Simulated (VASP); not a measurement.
Zr2P3S:

```
Zr P S
1.0
     3.59999    0.00000    0.00000
     0.00000    3.59999    0.00000
     0.00000    0.00000    7.85850
Zr P S
2 3 1
Direct
  0.50000 0.50000 0.26578
  0.00000 0.00000 0.73489
  0.50000 0.00000 0.99879
  0.00000 0.50000 0.99879
  0.00000 0.00000 0.37912
  0.50000 0.50000 0.62262
```

* Program: VASP 6.6.1
* Task: relaxation of cell and atoms
* Functional: PBEsol
* Potentials or basis: VASP PAW PBE potentials, release 64 (Zr_sv, P, S)
* Cutoff: 600 eV
* k mesh: 10 × 10 × 6
* Occupations: gaussian, width 0.1 eV
* Spin: no spin polarisation

At the start: pressure -4.4 GPa; volume 16.97 Å³/atom.

Task: Where does the relaxation end?

Result: Over 12 steps the energy falls by 7.8 meV/atom and the volume is 16.42 Å³/atom (-3.3 %); space group P4mm (No. 99, to 0.05 Å).

The path:
| step | energy change (eV) | largest force (eV/Å) | pressure (GPa) | volume (Å³) |
| --- | --- | --- | --- | --- |
| 1 | 0.0000 | 0.0306 | -4.37 | 101.85 |
| 2 | 0.0069 | 0.1476 | 5.24 | 95.18 |
| 3 | -0.0464 | 0.0662 | -0.02 | 98.55 |
| 4 | -0.0464 | 0.0678 | 0.06 | 98.49 |
| 5 | -0.0468 | 0.0489 | 0.07 | 98.47 |
| 6 | -0.0469 | 0.0288 | 0.07 | 98.46 |
| 7 | -0.0469 | 0.0058 | -0.06 | 98.56 |
| 8 | -0.0469 | 0.0070 | -0.09 | 98.55 |
| 9 | -0.0470 | 0.0099 | -0.07 | 98.54 |
| 10 | -0.0470 | 0.0115 | 0.03 | 98.48 |
| 11 | -0.0470 | 0.0057 | 0.01 | 98.50 |
| 12 | -0.0470 | 0.0047 | 0.01 | 98.50 |

Final structure:
```
Zr P S
1.0
     3.55787    0.00000    0.00000
     0.00000    3.55787    0.00000
     0.00000    0.00000    7.78153
Zr P S
2 3 1
Cartesian
  1.7789 1.7789 2.0668
  0.0000 0.0000 5.7187
  1.7789 0.0000 7.7752
  0.0000 1.7789 7.7752
  0.0000 0.0000 2.9540
  1.7789 1.7789 4.8361
```

Caveat: the PAW data sets were made with another functional, which shifts forces and pressure a little.
